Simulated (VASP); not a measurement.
Here is a VASP 6.6.1 calculation.

Contents of INCAR:

```
SYSTEM = LiCl
ALGO = Normal
EDIFF = 1E-6
ENCUT = 750
GGA = CA
GGA_COMPAT = .FALSE.
ISIF = 2
ISMEAR = 0
LASPH = .TRUE.
LCHARG = .FALSE.
LREAL = .FALSE.
LWAVE = .FALSE.
NBANDS = 12
NELM = 120
PREC = Accurate
SIGMA = 0.02
```

The input KPOINTS:

```
k-points
0
G
  8 8 8
  0 0 0
```

Contents of POSCAR:

```
LiCl
1.0
    0.0000000000      2.5537058844      2.5537058844
    2.5537058844      0.0000000000      2.5537058844
    2.5537058844      2.5537058844      0.0000000000
Li Cl
1 1
Direct
    0.0000000000      0.0000000000      0.0000000000
    0.5000000000      0.5000000000      0.5000000000
```

Potentials or basis: VASP PAW LDA potentials, release 64 (Li_sv, Cl).

Launch:

```bash
$ cat potpaw_LDA.64/Li_sv/POTCAR potpaw_LDA.64/Cl/POTCAR > POTCAR
$ mpirun -np 1 vasp_std > vasp.out
```

(1) What does it give for the pressure?

(2) Estimate the band gap on the k mesh.

Results:

(1) -3.0 GPa.

(2) 6.07 eV.

Caveat: the cell differs from its parent crystal (strained).
